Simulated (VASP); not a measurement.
## Zr: single point with BLYP

The system is Zr.

```
Zr
1.0
     0.00000    2.26462    2.26462
     2.26462    0.00000    2.26462
     2.26462    2.26462    0.00000
Zr
1
Cartesian
  0.0000 0.0000 0.0000
```

```
Program             : VASP 6.6.1
Task                : single point
Functional          : BLYP
Potentials or basis : VASP PAW PBE potentials, release 64 (Zr_sv)
Cutoff              : 500 eV
k mesh              : 10 × 10 × 10
Occupations         : gaussian, width 0.1 eV
Spin                : no spin polarisation
```

```
Pressure               : 3.2 GPa
Band gap on the k mesh : zero (band 6 reaches 10.33 eV, above the bottom of band 7 at 9.13 eV)
```

Levels at points of the mesh, in eV from the Fermi level:
| k point | band 2 | band 3 | band 4 | band 5 | band 6 | band 7 | band 8 | band 9 | band 10 | band 11 |
| --- | --- | --- | --- | --- | --- | --- | --- | --- | --- | --- |
| (0.00, 0.00, 0.00) | -26.25 | -26.25 | -26.25 | -5.40 | 0.90 | 0.90 | 0.90 | 3.28 | 3.28 | 10.60 |
| (0.50, 0.00, 0.00) | -27.22 | -26.38 | -26.38 | -2.91 | 0.74 | 0.74 | 1.31 | 5.04 | 5.04 | 9.48 |
| (0.50, 0.50, 0.00) | -27.15 | -26.60 | -26.60 | -2.93 | -2.21 | 3.17 | 5.05 | 5.54 | 5.54 | 9.96 |

Run time: 15 s on 1 thread of Intel(R) Xeon(R) Platinum 8259CL CPU @ 2.50GHz (Skylake/Cascade Lake) (shared host), peak memory 0.14 GiB.

Caveat: the PAW data sets were made with another functional, which shifts forces and pressure a little.
